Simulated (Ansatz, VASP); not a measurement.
## One calculation of C, two programs

File INCAR:

```
SYSTEM = C
PREC = Accurate ; ENCUT = 520
EDIFF = 1E-6 ; ISMEAR = -1
SIGMA = 0.05 ; LREAL = .False.
LASPH = .True. ; NELM = 80
ALGO = Normal ; ISIF = 2
LWAVE = .False. ; LCHARG = .False.
GGA = PS ; NBANDS = 26
```

Contents of KPOINTS:

```
Automatic mesh
0
Gamma
  12 12 4
  0 0 0
```

File POSCAR:

```
C
1.0
    2.5051726443      0.0000000000      0.0000000000
   -1.2525863222      2.1695431509      0.0000000000
    0.0000000000      0.0000000000      8.1818157839
C
8
Direct
    0.6666666667      0.3333333333      0.8437500000
    0.3333333333      0.6666666667      0.3437500000
    0.6666666667      0.3333333333      0.6562500000
    0.3333333333      0.6666666667      0.1562500000
    0.0000000000      0.0000000000      0.9062500000
    0.0000000000      0.0000000000      0.4062500000
    0.0000000000      0.0000000000      0.5937500000
    0.0000000000      0.0000000000      0.0937500000
```

The input input.yaml:

```yaml
crystal:
  lattice:
    - [2.5051726443, 0.0, 0.0]
    - [-1.2525863222, 2.1695431509, 0.0]
    - [0.0, 0.0, 8.1818157839]
  atoms:
    - { symbol: C, position: [0.6666666667, 0.3333333333, 0.84375] }
    - { symbol: C, position: [0.3333333333, 0.6666666667, 0.34375] }
    - { symbol: C, position: [0.6666666667, 0.3333333333, 0.65625] }
    - { symbol: C, position: [0.3333333333, 0.6666666667, 0.15625] }
    - { symbol: C, position: [0.0, 0.0, 0.90625] }
    - { symbol: C, position: [0.0, 0.0, 0.40625] }
    - { symbol: C, position: [0.0, 0.0, 0.59375] }
    - { symbol: C, position: [0.0, 0.0, 0.09375] }
kpoints:
  mp_grid: { grid: [12, 12, 4] }
scf:
  occupations: { method: fermi_dirac, width: 0.05 }
hamiltonian:
  xc: pbesol
  pseudopotentials: { kind: all_electron, lapw: { basis_error: 0.001 } }
output:
  forces: true
  stress: true
  eigenvalues: true
```

Change from the starting cell: volume scaled by 0.98.

Alike in both runs: task single point; functional PBEsol; k mesh 12 × 12 × 4; occupations fermi-dirac, width 0.05 eV; no spin polarisation.

|  | VASP | Ansatz |
| --- | --- | --- |
| version | VASP 6.6.1 | Ansatz 0.2.0 |
| potentials or method | VASP PAW PBE potentials, release 64 (C), cutoff 520 eV | all-electron LAPW, scalar-relativistic |

|  | VASP | Ansatz | Ansatz less VASP |
| --- | --- | --- | --- |
| gap on the k mesh at the Fermi level (eV) | 4.32 | 4.33 | +0.005 |
| least direct gap on the mesh (eV) | 5.17 | 5.17 | +0.007 |
| pressure (GPa) | 5.9 | 4.8 | -1.11 |
| traceless stress, the component that is largest in VASP (GPa) | 8.76 | 8.75 | -0.012 |
| rms of the force components (eV/Å) | 0.196 | 0.196 | -0.0003 |

VASP's potentials were made for PBE, not for PBEsol. Atom by atom the forces differ by 0.000 eV/Å (rms over components). Ansatz ran all-electron here, and VASP with PAW potentials.
